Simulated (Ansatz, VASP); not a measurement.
Tl in VASP and in Ansatz

```
Tl
1.0
     3.18521    0.00000    0.00000
     0.00000    3.18521    0.00000
     0.00000    0.00000    3.18521
Tl
1
Direct
  0.00000 0.00000 0.00000
```

Change from the starting cell: volume scaled by 0.9405, PAW files.

Alike in both runs: task electric field gradients; functional PBE; k mesh 13 × 13 × 13; occupations fermi-dirac, width 0.08 eV; no spin polarisation.

|  | VASP | Ansatz |
| --- | --- | --- |
| version | VASP 6.6.1 | Ansatz 0.2.0 |
| potentials or method | VASP PAW PBE potentials, release 64 (Tl_d) | PAW with Ansatz's default frozen-core files, scalar-relativistic |
| plane-wave cutoff (eV) | 520 | 420 |
| valence electrons in the cell | 13 | 13 |

|  | VASP | Ansatz | Ansatz less VASP |
| --- | --- | --- | --- |
| pressure (GPa) | 1.6 | 1.6 | +0.05 |

Spin-orbit coupling is off throughout.
